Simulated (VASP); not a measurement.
Crystal: Co.

```
CELL_PARAMETERS angstrom
2.48692 0.00000 0.00000
-1.24346 2.15374 0.00000
0.00000 0.00000 8.14180
ATOMIC_POSITIONS crystal
Co 0.66667 0.33333 0.75000
Co 0.00000 0.00000 0.50000
Co 0.33333 0.66667 0.25000
Co 0.00000 0.00000 0.00000
```

Base run:

| Property | Result |
| --- | --- |
| Program | VASP 6.6.1 |
| Functional | SVWN5 |
| Potentials or basis | VASP PAW PBE potentials, release 64 (Co) |
| Cutoff | 520 eV |
| k mesh | 12 × 12 × 4 |
| Occupations | fermi-dirac, width 0.05 eV |
| Spin | collinear spin, ferromagnetic start |
| Starting moments | [2.0, 2.0, 2.0, 2.0] μB |

Its results: pressure -20.7 GPa; net moment 5.98 μB per cell; site moments Co +1.50, +1.49 μB.

Task: The run is repeated on the same cell with these changes: functional from SVWN5 to BLYP; further incar settings from ALGO = Normal; EDIFF = 1e-07; NBANDS = 30 to ALGO = Fast; EDIFF = 1e-06; NBANDS = 30. What comes out?

Result: Pressure 8.8 GPa; net moment 6.48 μB per cell; site moments Co +1.64, +1.62 μB.

Caveats: the PAW data sets were made with another functional, which shifts forces and pressure a little.
